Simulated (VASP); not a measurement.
Input of a VASP 6.6.1 run:

INCAR

```
SYSTEM = CdS
PREC = Accurate
ENCUT = 520
EDIFF = 1E-7
ISMEAR = -1
SIGMA = 0.05
LREAL = .False.
LASPH = .True.
NELM = 80
ALGO = Normal
ISIF = 2
LWAVE = .False.
LCHARG = .False.
GGA = CA
NBANDS = 16
```

Contents of KPOINTS:

```
Automatic mesh
0
Gamma
  8 8 8
  0 0 0
```

POSCAR

```
CdS
1.0
    0.0000000000      2.7532440000      2.7532440000
    2.7532440000      0.0000000000      2.7532440000
    2.7532440000      2.7532440000      0.0000000000
Cd S
1 1
Direct
    0.0000000000      0.0000000000      0.0000000000
    0.5000000000      0.5000000000      0.5000000000
```

Potentials or basis: VASP PAW LDA potentials, release 64 (Cd, S).

The run is started by

```bash
$ cat potpaw_LDA.64/Cd/POTCAR potpaw_LDA.64/S/POTCAR > POTCAR
$ mpirun -np 1 vasp_std > vasp.out
```

**Question.** Estimate the pressure.

**Answer.** -6.4 GPa.
